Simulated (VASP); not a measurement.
# NbSi2 (P6_222) in VASP: relaxation of cell and atoms with PBEsol

Aim: the relaxation of cell and atoms of NbSi2 with PBEsol.

All numbers are computed with VASP 6.6.1; they aren't measurements. Logs are shortened: lines on timing, memory, paths and dates and some standing lists are left out, and cuts for length are marked.

**1. The cell of the first run**

The structure is hexagonal, space group P6_222 (No. 180). Conventional cell: a = 4.812 Å, b = 4.812 Å, c = 6.615 Å, α = 90.00°, β = 90.00°, γ = 120.00°. Nb (site symmetry 222) has 10 Si at 2.62 to 2.84 Å and 4 Nb at 3.26 Å within 3.5 Å. Si (site symmetry 2) has 9 Si at 2.57 to 3.34 Å and 5 Nb at 2.62 to 2.84 Å within 3.4 Å.

**2. Relaxation of cell and atoms, PBEsol**

Contents of INCAR:

```
  ALGO = Normal
  EDIFF = 1E-6
  EDIFFG = -0.005
  ENCUT = 600
  GGA = PS
  IBRION = 2
  ISIF = 3
  ISMEAR = 0
  LASPH = T
  LCHARG = F
  LREAL = F
  LWAVE = F
  NELM = 60
  NSW = 70
  PREC = Accurate
  SIGMA = 0.1
```

Contents of KPOINTS:

```
k-points
0
Gamma
  9 9 6
```

Contents of POSCAR:

```
NbSi2
1.0
    4.8123187358      0.0000000000      0.0000000000
   -2.4061593679      4.1675902763      0.0000000000
    0.0000000000      0.0000000000      6.6149590918
Nb Si
3 6
Direct
    0.5000000000      0.0000000000      0.5000000000
    0.5000000000      0.5000000000      0.8333333333
    0.0000000000      0.5000000000      0.1666666667
    0.1591986673      0.3183973345      0.5000000000
    0.8408013327      0.1591986673      0.8333333333
    0.6816026655      0.8408013327      0.1666666667
    0.8408013327      0.6816026655      0.5000000000
    0.1591986673      0.8408013327      0.8333333333
    0.3183973345      0.1591986673      0.1666666667
```

Potentials or basis: VASP PAW PBE potentials, release 64 (Nb_sv, Si).

On the command line:

```
$ cat potpaw_PBE.64/Nb_sv/POTCAR potpaw_PBE.64/Si/POTCAR > POTCAR
$ mpirun -np 1 vasp_std > vasp.out
```

OUTCAR:

```text
EDIFF = 1E-6
   EDIFFG = -0.005
   ENCUT = 600
   GGA = PS
   IBRION = 2
   ISIF = 3
   ISMEAR = 0
   LASPH = T
   LREAL = F
   NELM = 60
   NSW = 70
   PREC = Accurate

 ion  position               nearest neighbor table
   1  0.500  0.000  0.500-   5 2.62   8 2.62   6 2.62   9 2.62   4 2.75   7 2.75   4 2.75   7 2.75
                             4 2.84   7 2.84
   2  0.500  0.500  0.833-   4 2.62   7 2.62   6 2.62   9 2.62   5 2.75   8 2.75   8 2.75   5 2.75
                             8 2.84   5 2.84
   3  0.000  0.500  0.167-   4 2.62   7 2.62   5 2.62   8 2.62   6 2.75   9 2.75   9 2.75   6 2.75
                             6 2.84   9 2.84
   4  0.159  0.318  0.500-   9 2.57   5 2.57   2 2.62   3 2.62   7 2.65   1 2.75   1 2.75   1 2.84
                             7 2.84   7 2.84
   5  0.841  0.159  0.833-   4 2.57   6 2.57   1 2.62   3 2.62   8 2.65   2 2.75   2 2.75   2 2.84
                             8 2.84   8 2.84
   6  0.682  0.841  0.167-   7 2.57   5 2.57   1 2.62   2 2.62   9 2.65   3 2.75   3 2.75   3 2.84
                             9 2.84   9 2.84
   7  0.841  0.682  0.500-   6 2.57   8 2.57   2 2.62   3 2.62   4 2.65   1 2.75   1 2.75   1 2.84
                             4 2.84   4 2.84
   8  0.159  0.841  0.833-   7 2.57   9 2.57   1 2.62   3 2.62   5 2.65   2 2.75   2 2.75   2 2.84
                             5 2.84   5 2.84
   9  0.318  0.159  0.167-   4 2.57   8 2.57   1 2.62   2 2.62   6 2.65   3 2.75   3 2.75   3 2.84
                             6 2.84   6 2.84

  LATTYP: Found a hexagonal cell.
 ALAT       =     4.8123187358
 C/A-ratio  =     1.3745887284

  Lattice vectors:

 A1 = (   4.8123187358,   0.0000000000,   0.0000000000)
 A2 = (  -2.4061593679,   4.1675902763,   0.0000000000)
 A3 = (   0.0000000000,   0.0000000000,   6.6149590918)

Analysis of symmetry for initial positions (statically):
=====================================================================
 Subroutine PRICEL returns:
 Original cell was already a primitive cell.

 Routine SETGRP: Setting up the symmetry group for a
 hexagonal supercell.

 Subroutine GETGRP returns: Found 12 space group operations
 (whereof  4 operations were pure point group operations)
 out of a pool of 24 trial point group operations.

The static configuration has the point symmetry D_2 .
 The point group associated with its full space group is D_6 .

Analysis of symmetry for dynamics (positions and initial velocities):
=====================================================================
 Subroutine PRICEL returns:
 Original cell was already a primitive cell.

 Routine SETGRP: Setting up the symmetry group for a
 hexagonal supercell.

 Subroutine GETGRP returns: Found 12 space group operations
 (whereof  4 operations were pure point group operations)
 out of a pool of 24 trial point group operations.

The dynamic configuration has the point symmetry D_2 .
 The point group associated with its full space group is D_6 .

 Subroutine INISYM returns: Found 12 space group operations
 (whereof  4 operations are pure point group operations),
 and found     1 'primitive' translations

----------------------------------------------------------------------------------------

                                     Primitive cell

  volume of cell :     132.6681

  direct lattice vectors                    reciprocal lattice vectors
     4.812318736  0.000000000  0.000000000     0.207800035  0.119973406  0.000000000
    -2.406159368  4.167590276  0.000000000     0.000000000  0.239946812  0.000000000
     0.000000000  0.000000000  6.614959092     0.000000000  0.000000000  0.151172515

  length of vectors
     4.812318736  4.812318736  6.614959092     0.239946812  0.239946812  0.151172515

  position of ions in fractional coordinates (direct lattice)
     0.500000000  0.000000000  0.500000000
     0.500000000  0.500000000  0.833333333
     1.000000000  0.500000000  0.166666667
     0.159198667  0.318397334  0.500000000
     0.840801333  0.159198667  0.833333333
     0.681602666  0.840801333  0.166666667
     0.840801333  0.681602666  0.500000000
     0.159198667  0.840801333  0.833333333
     0.318397334  0.159198667  0.166666667

  ion indices of the primitive-cell ions
   primitive index   ion index
                 1           1
                 2           2
                 3           3
                 4           4
                 5           5
                 6           6
                 7           7
                 8           8
                 9           9

----------------------------------------------------------------------------------------

 KPOINTS: k-points

Automatic generation of k-mesh.
 Grid dimensions read from file:
 generate k-points for:    9    9    6

 Generating k-lattice:

  Cartesian coordinates                     Fractional coordinates (reciprocal lattice)
     0.023088893  0.013330378  0.000000000     0.111111111 -0.000000000  0.000000000
     0.000000000  0.026660757  0.000000000     0.000000000  0.111111111  0.000000000
     0.000000000  0.000000000  0.025195419     0.000000000  0.000000000  0.166666667

  Length of vectors
     0.026660757  0.026660757  0.025195419

  Shift w.r.t. Gamma in fractional coordinates (k-lattice)
     0.000000000  0.000000000  0.000000000

 Subroutine IBZKPT returns following result:
 ===========================================

 Found     48 irreducible k-points:

 Following reciprocal coordinates:
            Coordinates               Weight
  0.000000  0.000000  0.000000      1.000000
  0.111111  0.000000  0.000000      6.000000
  0.222222  0.000000  0.000000      6.000000
  0.333333  0.000000  0.000000      6.000000
  0.444444  0.000000  0.000000      6.000000
  0.111111  0.111111  0.000000      6.000000
[... 16 lines left out ...]
  0.333333  0.222222  0.166667     24.000000
  0.333333  0.333333  0.166667      4.000000
 [... further k-points ...]
   k-points           NKPTS =     48   k-points in BZ     NKDIM =     48   number of bands    NBANDS=     37
   number of dos      NEDOS =    301   number of ions     NIONS =      9
   total plane-waves  NPLWV =  86400
   dimension x,y,z NGX =    40 NGY =   40 NGZ =   54
   dimension x,y,z NGXF=    80 NGYF=   80 NGZF=  108
   ions per type =               3   6
   NGX,Y,Z   is equivalent  to a cutoff of  13.82, 13.82, 13.57 a.u.
   NGXF,Y,Z  is equivalent  to a cutoff of  27.64, 27.64, 27.14 a.u.
 SYSTEM =  unknown system
   PREC   = accura    normal or accurate (medium, high low for compatibility)
   ISTART =      0    job   : 0-new  1-cont  2-samecut
   ICHARG =      2    charge: 1-file 2-atom 10-const
   ISPIN  =      1    spin polarized calculation?
   LNONCOLLINEAR =      F non collinear calculations
   LSORBIT =      F    spin-orbit coupling
   LASPH  =      T    aspherical Exc in radial PAW
   ENCUT  =  600.0 eV  44.10 Ry    6.64 a.u.   9.61  9.61 13.21*2*pi/ulx,y,z
   NELM   =     60;   NELMIN=  2; NELMDL= -5     # of ELM steps
   EDIFF  = 0.1E-05   stopping-criterion for ELM
   LREAL  =      F    real-space projection
   EDIFFG = -.5E-02   stopping-criterion for IOM
   NSW    =     70    number of steps for IOM
   IBRION =      2    ionic relax: 0-MD 1-quasi-New 2-CG
   NFREE  =      1    steps in history (QN), initial steepest desc. (CG)
   ISIF   =      3    stress and relaxation
   ISYM   =      2    0-nonsym 1-usesym 2-fastsym
   POTIM  = 0.5000    time-step for ionic-motion
   TEBEG  =    0.0;   TEEND  =   0.0 temperature during run
   PSTRESS=    0.0 pullay stress
   NELECT =      63.0000    total number of electrons
   NUPDOWN=      -1.0000    fix difference up-down
   EMIN   =  10.00;   EMAX   =-10.00  energy-range for DOS
   EFERMI =   0.00;   METHOD = LEGACY
   ISMEAR =     0;   SIGMA  =   0.10  broadening in eV -4-tet -1-fermi 0-gaus
   EFERMI_NEDOS =   21; number of points for ismear=-14 and -15
   IALGO  =     38    algorithm
   IMIX   =      4    mixing-type and parameters
     AMIX     =   0.40;   BMIX     =  1.00
     AMIX_MAG =   1.60;   BMIX_MAG =  1.00
  volume/ion in A,a.u.               =      14.74        99.48
  Fermi-wavevector in a.u.,A,eV,Ry     =   1.277221  2.413598 22.195106  1.631294
  Thomas-Fermi vector in A             =   2.409833
   LORBIT       =      0    0 simple, 1 ext, 2 COOP (PROOUT), +10 PAW based schemes
   GGA     = PS    functional components
   LHFCALC =     F    Hartree Fock is set to
   AEXX    =    0.0000 exact exchange contribution
   IVDW    =     0    specifies the selected vdW correction
   LEPSILON=     F    determine dielectric tensor
   LRPA    =     F    only Hartree local field effects (RPA)
 conjugate gradient relaxation of ions
 non-spin polarized calculation
 Gauss-broadening in eV      SIGMA  =   0.10
  energy-cutoff  :      600.00
  volume of cell :      132.67
 maximum number of plane-waves:      4479
 NGX is ok and might be reduce to    40
   NGX = 19   NGY = 19   NGZ = 27

--------------------------------------- Ionic step        1  -------------------------------------------

 number of electron      62.9999998 magnetization

 Free energy of the ion-electron system (eV)
  ---------------------------------------------------
  ext. energy  EPLUGINS =         0.00000000
  ---------------------------------------------------
  free energy    TOTEN  =       -73.24764542 eV

  energy without entropy =      -73.22449917  energy(sigma->0) =      -73.23607229

------------------------ aborting loop because EDIFF is reached ----------------------------------------

  FORCE on cell =-STRESS in cart. coord.  units (eV):
  Direction    XX          YY          ZZ          XY          YZ          ZX
  --------------------------------------------------------------------------------------
  -------------------------------------------------------------------------------------
  Total       -3.6229089     -3.6229089     -3.6078361      0.0000000      0.0000000      0.0000000
  in kB      -43.7523553    -43.7523553    -43.5703273      0.0000000      0.0000000      0.0000000
  external PRESSURE =     -43.6916793 kB  Pullay stress =       0.0000000 kB
[... 110 lines left out ...]
  FREE ENERGIE OF THE ION-ELECTRON SYSTEM (eV)
  ---------------------------------------------------
  free  energy   TOTEN  =       -73.2922870041 eV

  energy  without entropy=      -73.2698001303  energy(sigma->0) =      -73.28104357

[... ionic steps 4 to 8 ...]

--------------------------------------- Ionic step        9  -------------------------------------------

 number of electron      62.9999997 magnetization

------------------------ aborting loop because EDIFF is reached ----------------------------------------

  FORCE on cell =-STRESS in cart. coord.  units (eV):
  Direction    XX          YY          ZZ          XY          YZ          ZX
  --------------------------------------------------------------------------------------
  -------------------------------------------------------------------------------------
  Total       -0.0612832     -0.0612832     -0.0932629      0.0000000      0.0000000      0.0000000
  in kB       -0.7582326     -0.7582326     -1.1539037      0.0000000      0.0000000      0.0000000
  external PRESSURE =      -0.8901229 kB  Pullay stress =       0.0000000 kB
[... 71 lines left out ...]
  energy  without entropy=      -73.2703831082  energy(sigma->0) =      -73.28186512

--------------------------------------- Ionic step       11  -------------------------------------------

 number of electron      62.9999997 magnetization

 Free energy of the ion-electron system (eV)
  ---------------------------------------------------
  ext. energy  EPLUGINS =         0.00000000
  ---------------------------------------------------
  free energy    TOTEN  =       -73.29335484 eV

  energy without entropy =      -73.27041103  energy(sigma->0) =      -73.28188293

 E-fermi :  11.5384     XC(G=0): -12.1465

 val. band max:       11.5332038708   @ k =   0.3333   0.1111   0.3333
 cond. band min:      11.5456023895   @ k =   0.3333   0.1111   0.5000
 fundamental gap:      0.0123985188
 Fermi energy:        11.5383584613

 k-point     1 :       0.0000    0.0000    0.0000
  band No.  band energies     occupation
      1     -42.9329      2.00000
      2     -42.8930      2.00000
      3     -42.8930      2.00000
      4     -19.2238      2.00000
      5     -19.2238      2.00000
      6     -19.2134      2.00000
[... 949 lines left out ...]
     36      13.8967      0.00000
     37      13.9954      0.00000

 [... further k-points ...]
[... 5 lines left out ...]
  --------------------------------------------------------------------------------------
  -------------------------------------------------------------------------------------
  Total       -0.0234355     -0.0234355      0.0054518      0.0000000      0.0000000      0.0000000
  in kB       -0.2900731     -0.2900731      0.0674793      0.0000000      0.0000000      0.0000000
  external PRESSURE =      -0.1708889 kB  Pullay stress =       0.0000000 kB
[... 24 lines left out ...]
  FREE ENERGIE OF THE ION-ELECTRON SYSTEM (eV)
  ---------------------------------------------------
  free  energy   TOTEN  =       -73.2933548435 eV

  energy  without entropy=      -73.2704110261  energy(sigma->0) =      -73.28188293

 reached required accuracy - stopping structural energy minimisation
```

Wall time 30 min (1 thread of Intel Xeon Platinum 8488C (Sapphire Rapids), shared host); peak memory 0.44 GiB.

What came out:

- Free energy: -73.2934 eV
- Relaxed volume: 14.38 Å³/atom
- Relaxed cell: a = 4.769 Å, b = 4.769 Å, c = 6.573 Å, α = 90.00°, β = 90.00°, γ = 120.00°
- Space group after relaxing (to 0.05 Å): P6_222 (No. 180)
- Energy gained by relaxing: 5.1 meV/atom
- Ionic steps: 11
- Pressure after relaxing: 0.0 GPa

Step by step:
```
step  energy change (eV)  largest force (eV/Å)  pressure (GPa)  volume (Å³)
   1              0.0000                0.0274           -4.37       132.67
   2              0.0472                0.0236            6.96       125.10
   3             -0.0446                0.0255           -0.03       129.49
   4             -0.0446                0.0255            0.06       129.43
   5             -0.0456                0.0216            0.07       129.37
   6             -0.0456                0.0218            0.07       129.38
   7             -0.0456                0.0220            0.07       129.38
   8             -0.0457                0.0089           -0.05       129.47
   9             -0.0457                0.0058           -0.09       129.49
  10             -0.0457                0.0056            0.01       129.42
  11             -0.0457                0.0016           -0.02       129.44
```

Final structure:
```cif
data_structure
_symmetry_space_group_name_H-M 'P 1'
_symmetry_Int_Tables_number 1
_cell_length_a 4.7686
_cell_length_b 4.7686
_cell_length_c 6.5730
_cell_angle_alpha 90.000
_cell_angle_beta 90.000
_cell_angle_gamma 120.000
_cell_volume 129.44
loop_
_atom_site_label
_atom_site_type_symbol
_atom_site_fract_x
_atom_site_fract_y
_atom_site_fract_z
_atom_site_occupancy
Nb1 Nb 0.50000 0.00000 0.50000 1
Nb2 Nb 0.50000 0.50000 0.83333 1
Nb3 Nb 0.00000 0.50000 0.16667 1
Si1 Si 0.15960 0.31920 0.50000 1
Si2 Si 0.84040 0.15960 0.83333 1
Si3 Si 0.68080 0.84040 0.16667 1
Si4 Si 0.84040 0.68080 0.50000 1
Si5 Si 0.15960 0.84040 0.83333 1
Si6 Si 0.31920 0.15960 0.16667 1
```

Caveat: the PAW data sets were made with another functional, which shifts forces and pressure a little.
